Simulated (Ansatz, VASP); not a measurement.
## ScAlN2: VASP beside Ansatz

The input INCAR:

```
  ALGO = Normal
  EDIFF = 1E-6
  ENCUT = 520
  GGA = PE
  ISIF = 2
  ISMEAR = 0
  LASPH = True
  LCHARG = False
  LREAL = False
  LWAVE = False
  NBANDS = 20
  NELM = 100
  PREC = Accurate
  SIGMA = 0.01
```

KPOINTS

```
k-points
0
Gamma
  8 8 6
```

The input POSCAR:

```
ScAlN2
1.0
    2.9973542250      0.0000000000      0.0000000000
    0.0000000000      2.9973542250      0.0000000000
    0.0000000000      0.0000000000      4.2569793073
Sc N Al
1 2 1
Direct
    0.0000000000      0.0000000000      0.0000000000
    0.0000000000      0.0000000000      0.5000000000
    0.5000000000      0.5000000000      0.0000000000
    0.5000000000      0.5000000000      0.5000000000
```

Input for Ansatz:

```yaml
crystal:
  lattice:
    - [2.997354225, 0.0, 0.0]
    - [0.0, 2.997354225, 0.0]
    - [0.0, 0.0, 4.2569793073]
  atoms:
    - { symbol: Sc, position: [0.0, 0.0, 0.0] }
    - { symbol: "N", position: [0.0, 0.0, 0.5] }
    - { symbol: Al, position: [0.5, 0.5, 0.5] }
    - { symbol: "N", position: [0.5, 0.5, 0.0] }
kpoints:
  mp_grid: { grid: [8, 8, 6] }
hamiltonian:
  xc: pbe
scf:
  occupations: { method: fixed }
  n_extra_bands: 5
output:
  forces: true
  stress: true
  eigenvalues: true
```

Alike in both runs: task single point; functional PBE; k mesh 8 × 8 × 6; no spin polarisation.

|  | VASP | Ansatz |
| --- | --- | --- |
| version | VASP 6.6.1 | Ansatz 0.2.0 |
| potentials or method | VASP PAW PBE potentials, release 64 (Sc_sv, N, Al) | plane waves, PAW |
| plane-wave cutoff (eV) | 520 | 420 |
| occupations | gaussian, width 0.01 eV | fixed |
| valence electrons in the cell | 24 | 24 |

Ansatz gave:

* gap on the k mesh at the Fermi level (eV): 0.61
* pressure (GPa): 15.0

Question: Estimate VASP's values.

Answer: gap on the k mesh at the Fermi level (eV): 0.58; pressure (GPa): 15.9.
